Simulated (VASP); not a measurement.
A run of VASP 6.6.1 is set up as follows.

Contents of INCAR:

```
SYSTEM = Ir
PREC = Accurate ; ENCUT = 520
EDIFF = 1E-6 ; ISMEAR = 0
SIGMA = 0.15 ; LREAL = .FALSE.
LASPH = .TRUE. ; NELM = 100
ALGO = Normal ; ISIF = 2
LWAVE = .FALSE. ; LCHARG = .TRUE.
LELF = .TRUE. ; LVHAR = .TRUE.
NBANDS = 10
```

Contents of KPOINTS:

```
Automatic mesh
0
G
  22 22 22
  0 0 0
```

POSCAR

```
Ir
1.0
    0.0000000000      2.0541410149      1.5083557472
    2.0541410149      0.0000000000      1.5083557472
    2.0541410149      2.0541410149      0.0000000000
Ir
1
Direct
    0.0000000000      0.0000000000      0.0000000000
```

Potentials or basis: VASP PAW LDA potentials, release 64 (Ir).

The run is started by

```sh
$ cat potpaw_LDA.64/Ir/POTCAR > POTCAR
$ mpirun -np 1 vasp_std > vasp.out
```

Task: Estimate the pressure.

Result: 60.1 GPa.

Stress tensor (GPa, compression positive):
```
49.14  0.00  0.00
 0.00 49.14  0.00
 0.00  0.00 82.00
```
